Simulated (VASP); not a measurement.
Crystal: AlN.

```
Al N
1.0
     0.00000    2.18399    2.18399
     2.18399    0.00000    2.18399
     2.18399    2.18399    0.00000
Al N
1 1
Direct
  0.00000 0.00000 0.00000
  0.75000 0.75000 0.75000
```

| Quantity | Value |
| --- | --- |
| Program | VASP 6.6.1 |
| Task | relaxation of cell and atoms |
| Functional | PBE |
| Potentials or basis | VASP PAW PBE potentials, release 64 (Al, N) |
| Cutoff | 600 eV |
| k mesh | 8 × 8 × 8 |
| Occupations | gaussian, width 0.01 eV |
| Spin | no spin polarisation |

At the start: pressure 4.5 GPa; volume 10.42 Å³/atom.

**Question.** Where does the relaxation end?

**Answer.** Over 3 steps the energy falls by 3.2 meV/atom and the volume is 10.65 Å³/atom (+2.2 %); space group F-43m (No. 216, to 0.05 Å).

The path:
| step | energy change (eV) | largest force (eV/Å) | pressure (GPa) | volume (Å³) |
| --- | --- | --- | --- | --- |
| 1 | 0.0000 | 0.0000 | 4.48 | 20.83 |
| 2 | -0.0014 | 0.0000 | -3.67 | 21.72 |
| 3 | -0.0064 | 0.0000 | 0.00 | 21.30 |

Final structure:
```yaml
crystal:
  lattice:
    - [0.00000, 2.20017, 2.20017]
    - [2.20017, 0.00000, 2.20017]
    - [2.20017, 2.20017, 0.00000]
  atoms:
    - { symbol: Al, position: [0.00000, 0.00000, 0.00000] }
    - { symbol: N, position: [0.75000, 0.75000, 0.75000] }
```
